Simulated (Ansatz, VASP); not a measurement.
**Sn in VASP and in Ansatz**

```
Sn
1.0
     0.00000    3.23334    3.23334
     3.23334    0.00000    3.23334
     3.23334    3.23334    0.00000
Sn
2
Direct
  0.75000 0.75000 0.75000
  0.50000 0.50000 0.50000
```

Alike in both runs: task relaxation of cell and atoms; functional PBEsol; dispersion D4; k mesh 7 × 7 × 7; occupations fermi-dirac, width 0.05 eV; no spin polarisation.

|  | VASP | Ansatz |
| --- | --- | --- |
| version | VASP 6.6.1 | Ansatz 0.2.0 |
| potentials or method | VASP PAW PBE potentials, release 64 (Sn_d) | Ansatz PAW |
| plane-wave cutoff (eV) | 600 | 420 |
| valence electrons in the cell | 28 | 28 |

Ansatz gave:

- relaxed volume (Å³/atom): 34.30
- relaxed cell length with the largest relative difference (Å): 4.595

Question: Which values does VASP return?

Answer: Relaxed volume (Å³/atom): 34.27; relaxed cell length with the largest relative difference (Å): 4.594.

VASP's potentials were made for PBE, not for PBEsol.

Noted on Ansatz's run: the plane-wave basis is chosen anew once the cell has moved, so the energies of steps on either side of that aren't comparable.
